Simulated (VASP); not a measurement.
A run of VASP 6.6.1:

File POSCAR:

```
TiO
1.0
    0.0000000000      2.3038893427      2.3038893427
    2.3038893427      0.0000000000      2.3038893427
    2.3038893427      2.3038893427      0.0000000000
Ti O
1 1
Direct
    0.0000000000      0.0000000000      0.0000000000
    0.2500000000      0.2500000000      0.2500000000
```

INCAR.step1

```
PREC = Accurate
ENCUT = 1480
ISMEAR = 0
SIGMA = 0.1
LREAL = F
LASPH = T
NELM = 200
ISPIN = 2
MAGMOM = 0.14 0
LMAXMIX = 4
NBANDS = 20
GGA = PE
ALGO = Normal
EDIFF = 1E-5
LWAVE = T
LCHARG = F
GGA_COMPAT = F
```

INCAR.step2

```
PREC = Accurate
ENCUT = 1480
EDIFF = 1E-6
ISMEAR = 0
SIGMA = 0.1
LREAL = F
LASPH = T
NELM = 200
ALGO = Normal
ISIF = 2
LWAVE = F
LCHARG = T
ISPIN = 2
MAGMOM = 0.14 0
LORBIT = 11
LMAXMIX = 4
METAGGA = R2SCAN
LMIXTAU = T
LELF = T
LVHAR = T
NBANDS = 20
ISTART = 1
GGA_COMPAT = F
```

KPOINTS

```
regular mesh
0
Gamma
  8 8 8
```

Potentials or basis: VASP PAW PBE potentials, release 64 (Ti_sv, O_h).

Run with:

```bash
$ cat potpaw_PBE.64/Ti_sv/POTCAR potpaw_PBE.64/O_h/POTCAR > POTCAR
$ cp INCAR.step1 INCAR
$ mpirun -np 1 vasp_std > vasp.out
$ cp INCAR.step2 INCAR
$ mpirun -np 1 vasp_std > vasp.out
```

Hardware: 1 thread of Intel(R) Xeon(R) 6975P-C (Granite Rapids), with other jobs on the host.

Estimate the wall time of this run.

Wall time 6.3 min on 1 thread of Intel(R) Xeon(R) 6975P-C (Granite Rapids), with other jobs on the host, peak memory 0.41 GiB. Counts: k points 29.
